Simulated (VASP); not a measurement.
# Os (P6_3/mmc) in VASP: further runs, part 2 of 2

VASP 6.6.1. The steps go on from the part before.

**4. Single point, PBE exchange alone**

This run uses another cell than the first one, of 14.26 Å³/atom.

The input, INCAR:

```
PREC = Accurate
ENCUT = 520
EDIFF = 1E-7
ISMEAR = -1
SIGMA = 0.05
LREAL = F
LASPH = T
NELM = 100
ALGO = Fast
ISIF = 2
LWAVE = F
LCHARG = F
GGA = PE
ALDAC = 0.0
AGGAC = 0.0
NBANDS = 15
```

The input, KPOINTS:

```
regular mesh
0
Gamma
  11 11 6
```

The input, POSCAR:

```
Os
1.0
    2.7522071502      0.0000000000      0.0000000000
   -1.3761035751      2.3834813086      0.0000000000
    0.0000000000      0.0000000000      4.3483081185
Os
2
Direct
    0.6666666667      0.3333333333      0.7500000000
    0.3333333333      0.6666666667      0.2500000000
```

Potentials or basis: VASP PAW PBE potentials, release 64 (Os).

Command:

```
> cat potpaw_PBE.64/Os/POTCAR > POTCAR
> mpirun -np 1 vasp_std > vasp.out
```

OUTCAR:

```text
PREC = Accurate
   ENCUT = 520
   EDIFF = 1E-7
   ISMEAR = -1
   LREAL = F
   LASPH = T
   NELM = 100
   ISIF = 2
   GGA = PE

 ion  position               nearest neighbor table
   1  0.667  0.333  0.750-   2 2.69   2 2.69   2 2.69   2 2.69   2 2.69   2 2.69
   2  0.333  0.667  0.250-   1 2.69   1 2.69   1 2.69   1 2.69   1 2.69   1 2.69

  LATTYP: Found a hexagonal cell.
 ALAT       =     2.7522071502
 C/A-ratio  =     1.5799348963

  Lattice vectors:

 A1 = (   2.7522071502,   0.0000000000,   0.0000000000)
 A2 = (  -1.3761035751,   2.3834813086,   0.0000000000)
 A3 = (   0.0000000000,   0.0000000000,   4.3483081185)

Analysis of symmetry for initial positions (statically):
=====================================================================
 Subroutine PRICEL returns:
 Original cell was already a primitive cell.

 Routine SETGRP: Setting up the symmetry group for a
 hexagonal supercell.

 Subroutine GETGRP returns: Found 24 space group operations
 (whereof 12 operations were pure point group operations)
 out of a pool of 24 trial point group operations.

The static configuration has the point symmetry D_3d.
 The point group associated with its full space group is D_6h.

Analysis of symmetry for dynamics (positions and initial velocities):
=====================================================================
 Subroutine PRICEL returns:
 Original cell was already a primitive cell.

 Routine SETGRP: Setting up the symmetry group for a
 hexagonal supercell.

 Subroutine GETGRP returns: Found 24 space group operations
 (whereof 12 operations were pure point group operations)
 out of a pool of 24 trial point group operations.

The dynamic configuration has the point symmetry D_3d.
 The point group associated with its full space group is D_6h.

 Subroutine INISYM returns: Found 24 space group operations
 (whereof 12 operations are pure point group operations),
 and found     1 'primitive' translations

----------------------------------------------------------------------------------------

                                     Primitive cell

  volume of cell :      28.5242

  direct lattice vectors                    reciprocal lattice vectors
     2.752207150  0.000000000  0.000000000     0.363344743  0.209777185  0.000000000
    -1.376103575  2.383481309  0.000000000     0.000000000  0.419554370  0.000000000
     0.000000000  0.000000000  4.348308119     0.000000000  0.000000000  0.229974503

  length of vectors
     2.752207150  2.752207150  4.348308119     0.419554370  0.419554370  0.229974503

  position of ions in fractional coordinates (direct lattice)
     0.666666667  0.333333333  0.750000000
     0.333333333  0.666666667  0.250000000

  ion indices of the primitive-cell ions
   primitive index   ion index
                 1           1
                 2           2

----------------------------------------------------------------------------------------

 KPOINTS: regular mesh

Automatic generation of k-mesh.
 Grid dimensions read from file:
 generate k-points for:   11   11    6

 Generating k-lattice:

  Cartesian coordinates                     Fractional coordinates (reciprocal lattice)
     0.033031340  0.019070653  0.000000000     0.090909091  0.000000000  0.000000000
[... 42 lines left out ...]
   number of dos      NEDOS =    301   number of ions     NIONS =      2
   total plane-waves  NPLWV =  12800
   dimension x,y,z NGX =    20 NGY =   20 NGZ =   32
   dimension x,y,z NGXF=    40 NGYF=   40 NGZF=   64
   ions per type =               2
   NGX,Y,Z   is equivalent  to a cutoff of  12.08, 12.08, 12.23 a.u.
   NGXF,Y,Z  is equivalent  to a cutoff of  24.16, 24.16, 24.47 a.u.
 SYSTEM =  unknown system
   PREC   = accura    normal or accurate (medium, high low for compatibility)
   ISTART =      0    job   : 0-new  1-cont  2-samecut
   ICHARG =      2    charge: 1-file 2-atom 10-const
   ISPIN  =      1    spin polarized calculation?
   LNONCOLLINEAR =      F non collinear calculations
   LSORBIT =      F    spin-orbit coupling
   LASPH  =      T    aspherical Exc in radial PAW
   ENCUT  =  520.0 eV  38.22 Ry    6.18 a.u.   5.12  5.12  8.08*2*pi/ulx,y,z
   NELM   =    100;   NELMIN=  2; NELMDL= -5     # of ELM steps
   EDIFF  = 0.1E-06   stopping-criterion for ELM
   LREAL  =      F    real-space projection
   EDIFFG = 0.1E-05   stopping-criterion for IOM
   NSW    =      0    number of steps for IOM
   IBRION =     -1    ionic relax: 0-MD 1-quasi-New 2-CG
   NFREE  =      0    steps in history (QN), initial steepest desc. (CG)
   ISIF   =      2    stress and relaxation
   ISYM   =      2    0-nonsym 1-usesym 2-fastsym
   POTIM  = 0.5000    time-step for ionic-motion
   TEBEG  =    0.0;   TEEND  =   0.0 temperature during run
   PSTRESS=    0.0 pullay stress
   NELECT =      16.0000    total number of electrons
   NUPDOWN=      -1.0000    fix difference up-down
   EMIN   =  10.00;   EMAX   =-10.00  energy-range for DOS
   EFERMI =   0.00;   METHOD = LEGACY
   ISMEAR =    -1;   SIGMA  =   0.05  broadening in eV -4-tet -1-fermi 0-gaus
   EFERMI_NEDOS =   21; number of points for ismear=-14 and -15
   IALGO  =     68    algorithm
   IMIX   =      4    mixing-type and parameters
     AMIX     =   0.40;   BMIX     =  1.00
     AMIX_MAG =   1.60;   BMIX_MAG =  1.00
  volume/ion in A,a.u.               =      14.26        96.25
  Fermi-wavevector in a.u.,A,eV,Ry     =   1.350135  2.551385 24.801566  1.822864
  Thomas-Fermi vector in A             =   2.477664
   LORBIT       =      0    0 simple, 1 ext, 2 COOP (PROOUT), +10 PAW based schemes
   GGA     = PE    functional components
   LHFCALC =     F    Hartree Fock is set to
   AEXX    =    0.0000 exact exchange contribution
   IVDW    =     0    specifies the selected vdW correction
   LEPSILON=     F    determine dielectric tensor
   LRPA    =     F    only Hartree local field effects (RPA)
 non-spin polarized calculation
 RMM-DIIS sequential band-by-band and
  energy-cutoff  :      520.00
  volume of cell :       28.52
 maximum number of plane-waves:       780
   NGX = 11   NGY = 11   NGZ = 17

 number of electron      15.9999999 magnetization

 Free energy of the ion-electron system (eV)
  ---------------------------------------------------
  ext. energy  EPLUGINS =         0.00000000
  ---------------------------------------------------
  free energy    TOTEN  =       -16.40823901 eV

  energy without entropy =      -16.39430928  energy(sigma->0) =      -16.40127414

 E-fermi :  10.9446     XC(G=0): -12.0984

 val. band max:       10.9212276513   @ k =   0.3636  -0.0000   0.3333
 cond. band min:      11.0032812074   @ k =   0.3636   0.0909   0.3333
 fundamental gap:      0.0820535561
 Fermi energy:        10.9445573907

 k-point     1 :       0.0000    0.0000    0.0000
  band No.  band energies     occupation
      1       0.3306      2.00000
      2       3.4247      2.00000
      3       8.0230      2.00000
      4       8.0230      2.00000
      5       8.2589      2.00000
      6       8.8297      2.00000
      7       8.8297      2.00000
      8       9.4530      2.00000
      9       9.4530      2.00000
     10      11.2252      0.00728
     11      12.6267      0.00000
     12      12.6267      0.00000
     13      19.8347      0.00000
     14      25.2783      0.00000
[... 401 lines left out ...]
      2       5.0037      2.00000
      3       6.3955      2.00000
      4       6.5944      2.00000
      5       7.7841      2.00000
      6       8.3818      2.00000
      7       8.9567      2.00000
      8       9.8686      2.00000
      9      10.4644      1.99987
     10      10.8208      1.84480
     11      13.0390      0.00000
     12      16.4331      0.00000
     13      21.3886      0.00000
     14      26.0097      0.00000
     15      27.1280      0.00000

 [... further k-points ...]

------------------------ aborting loop because EDIFF is reached ----------------------------------------

  FORCE on cell =-STRESS in cart. coord.  units (eV):
  Direction    XX          YY          ZZ          XY          YZ          ZX
  --------------------------------------------------------------------------------------
  -------------------------------------------------------------------------------------
  Total        6.5825378      6.5825378      6.6579028      0.0000000     -0.0000000      0.0000000
  in kB      369.7351711    369.7351711    373.9683572      0.0000000     -0.0000000      0.0000000
  external PRESSURE =     371.1462331 kB  Pullay stress =       0.0000000 kB

 VOLUME and BASIS-vectors are now :
 -----------------------------------------------------------------------------
  energy-cutoff  :      520.00
  volume of cell :       28.52
      direct lattice vectors                 reciprocal lattice vectors
     2.752207150  0.000000000  0.000000000     0.363344743  0.209777185  0.000000000
    -1.376103575  2.383481309  0.000000000     0.000000000  0.419554370  0.000000000
     0.000000000  0.000000000  4.348308119     0.000000000  0.000000000  0.229974503

 POSITION                                       TOTAL-FORCE (eV/Angst)
 -----------------------------------------------------------------------------------
      1.37610      0.79449      3.26123        -0.000000      0.000000      0.000000
     -0.00000      1.58899      1.08708         0.000000     -0.000000      0.000000
 -----------------------------------------------------------------------------------
    total drift:                                0.000000     -0.000000     -0.000000

  FREE ENERGIE OF THE ION-ELECTRON SYSTEM (eV)
  ---------------------------------------------------
  free  energy   TOTEN  =       -16.4082390080 eV

  energy  without entropy=      -16.3943092794  energy(sigma->0) =      -16.40127414
```

OSZICAR:

```text
N       E                     dE             d eps       ncg     rms          rms(c)
DAV:   1     0.110830171860E+03    0.11083E+03   -0.73711E+03  1920   0.102E+03
DAV:   2    -0.127157089001E+02   -0.12355E+03   -0.10834E+03  1983   0.331E+02
DAV:   3    -0.176258797748E+02   -0.49102E+01   -0.47423E+01  2592   0.579E+01
DAV:   4    -0.176636176800E+02   -0.37738E-01   -0.37690E-01  2081   0.521E+00
DAV:   5    -0.176638099763E+02   -0.19230E-03   -0.19229E-03  2613   0.359E-01    0.226E+01
RMM:   6    -0.166784445370E+02    0.98537E+00   -0.71094E-01  1921   0.657E+00    0.927E+00
RMM:   7    -0.164113800424E+02    0.26706E+00   -0.83330E-01  1949   0.568E+00    0.811E-01
RMM:   8    -0.164101573503E+02    0.12227E-02   -0.49634E-02  2070   0.261E+00    0.142E+00
RMM:   9    -0.164111845933E+02   -0.10272E-02   -0.16204E-02  2110   0.880E-01    0.904E-01
RMM:  10    -0.164082092076E+02    0.29754E-02   -0.74005E-03  1971   0.969E-01    0.477E-01
RMM:  11    -0.164082436588E+02   -0.34451E-04   -0.51551E-04  2112   0.184E-01    0.376E-01
RMM:  12    -0.164082473899E+02   -0.37311E-05   -0.20698E-05  2189   0.420E-02    0.148E-01
RMM:  13    -0.164082423346E+02    0.50553E-05   -0.15727E-05  2092   0.295E-02    0.131E-01
RMM:  14    -0.164082399468E+02    0.23878E-05   -0.23680E-06  2170   0.180E-02    0.298E-02
RMM:  15    -0.164082395185E+02    0.42825E-06   -0.25099E-07  1750   0.479E-03    0.821E-03
RMM:  16    -0.164082393686E+02    0.14991E-06   -0.11585E-07  1381   0.253E-03    0.141E-02
RMM:  17    -0.164082390562E+02    0.31244E-06   -0.19456E-08  1194   0.102E-03    0.346E-03
RMM:  18    -0.164082390080E+02    0.48176E-07   -0.61290E-10   602   0.304E-04
   1 F= -.16408239E+02 E0= -.16401274E+02  d E =-.139297E-01
```

stdout:

```text
POSCAR found type information on POSCAR Os
 POSCAR found :  1 types and       2 ions
 scaLAPACK will be used
 LDA part: xc-table for (Slater+PW92), standard interpolation
 POSCAR, INCAR and KPOINTS ok, starting setup
 FFT: planning ... GRIDC
 FFT: planning ... GRID_SOFT
 FFT: planning ... GRID
 WAVECAR not read
 entering main loop
```

Wall time 62 s (1 thread of AMD EPYC 7R43 (Zen 3), shared host); peak memory 0.1 GiB.

Results:

* Free energy: -16.4082 eV
* Pressure: 37.1 GPa
* Band gap on the k mesh: zero (bands 8 and 9 overlap by 3.78 eV)

Levels at points of the mesh, in eV from the Fermi level:
| k point | band 4 | band 5 | band 6 | band 7 | band 8 | band 9 | band 10 | band 11 | band 12 | band 13 |
| --- | --- | --- | --- | --- | --- | --- | --- | --- | --- | --- |
| (0.00, 0.00, 0.00) | -2.92 | -2.69 | -2.11 | -2.11 | -1.49 | -1.49 | 0.28 | 1.68 | 1.68 | 8.89 |
| (0.00, 0.00, 0.50) | -3.40 | -3.12 | -3.12 | -3.12 | -3.12 | 0.89 | 0.89 | 0.89 | 0.89 | 14.01 |

Caveat: the cell stands under pressure; spin-orbit coupling is left out, which moves the levels of the heavy elements.

**5. The runs side by side**

| cell | gap on the mesh (eV) | pressure (GPa) |
| --- | --- | --- |
| a = 2.716, b = 2.716, c = 4.291 Å, angles 90.0, 90.0, 120.0°, 2 atoms | none | 57.6 |
| a = 2.734, b = 2.734, c = 4.320 Å, angles 90.0, 90.0, 120.0°, 2 atoms | none | 46.8 |
| a = 2.752, b = 2.752, c = 4.348 Å, angles 90.0, 90.0, 120.0°, 2 atoms | none | 37.1 |

Alike in all rows: task single point; level PBE exchange alone; potentials or basis VASP PAW PBE potentials, release 64 (Os); no spin polarisation; k mesh 11 × 11 × 6; cutoff (eV) 520; smearing fermi-dirac 0.05 eV.

Caveats: the cell stands under pressure; spin-orbit coupling is left out, which moves the levels of the heavy elements.

Absolute energies hang on the potentials; compare differences alone.

The gap in the log of VASP goes by the Fermi energy; the results here count the filled bands.